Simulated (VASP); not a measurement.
The system is HfO2.

```
Hf O
1.0
     5.55640    0.00000    0.00000
     0.00000    3.33360    0.00000
     0.00000    0.00000    6.50500
Hf O
4 8
Direct
  0.74868 0.75000 0.60787
  0.25132 0.25000 0.39213
  0.24868 0.75000 0.89213
  0.75132 0.25000 0.10787
  0.63950 0.25000 0.42340
  0.36050 0.75000 0.57660
  0.13950 0.25000 0.07660
  0.86050 0.75000 0.92340
  0.52079 0.25000 0.84145
  0.47921 0.75000 0.15855
  0.02079 0.25000 0.65855
  0.97921 0.75000 0.34145
```

```yaml
Program: VASP 6.6.1
Task: relaxation of cell and atoms
Functional: PBEsol
Dispersion: D3(BJ)
Potentials_or_basis: VASP PAW PBE potentials, release 64 (Hf_pv, O)
Cutoff: 600 eV
k_mesh: 5 × 8 × 4
Occupations: fermi-dirac, width 0.05 eV
Spin: no spin polarisation
```

At the start: pressure -13.5 GPa; volume 10.04 Å³/atom.

Q: How do energy, volume and symmetry change on relaxing?

A: Over 14 steps the energy falls by 23.8 meV/atom and the volume is 9.50 Å³/atom (-5.4 %); space group Pnma (No. 62, to 0.1 Å) before and after.

The path:
```tsv
step	energy change (eV)	largest force (eV/Å)	pressure (GPa)	volume (Å³)
1	0.0000	0.0872	-13.52	120.49
2	0.4480	0.8896	28.00	106.31
3	-0.2515	0.2638	-0.39	114.92
4	-0.2516	0.2707	-0.12	114.81
5	-0.2675	0.1212	-0.01	114.49
6	-0.2702	0.2093	0.10	114.28
7	-0.2794	0.0984	-0.08	114.19
8	-0.2821	0.0858	-0.19	114.12
9	-0.2851	0.0708	0.34	113.86
10	-0.2851	0.0712	0.34	113.86
11	-0.2857	0.0333	-0.52	114.16
12	-0.2858	0.0346	-0.26	114.07
13	-0.2860	0.0315	0.22	113.90
14	-0.2861	0.0099	0.01	113.97
```

Final structure:
```cif
data_structure
_symmetry_space_group_name_H-M 'P 1'
_symmetry_Int_Tables_number 1
_cell_length_a 5.4800
_cell_length_b 3.2530
_cell_length_c 6.3930
_cell_angle_alpha 90.000
_cell_angle_beta 90.000
_cell_angle_gamma 90.000
_cell_volume 113.97
loop_
_atom_site_label
_atom_site_type_symbol
_atom_site_fract_x
_atom_site_fract_y
_atom_site_fract_z
_atom_site_occupancy
Hf1 Hf 0.74560 0.75000 0.61344 1
Hf2 Hf 0.25440 0.25000 0.38656 1
Hf3 Hf 0.24560 0.75000 0.88656 1
Hf4 Hf 0.75440 0.25000 0.11344 1
O1 O 0.64101 0.25000 0.42678 1
O2 O 0.35899 0.75000 0.57322 1
O3 O 0.14101 0.25000 0.07322 1
O4 O 0.85899 0.75000 0.92678 1
O5 O 0.52487 0.25000 0.83803 1
O6 O 0.47513 0.75000 0.16197 1
O7 O 0.02487 0.25000 0.66197 1
O8 O 0.97513 0.75000 0.33803 1
```

Caveat: the PAW data sets were made with another functional, which shifts forces and pressure a little.
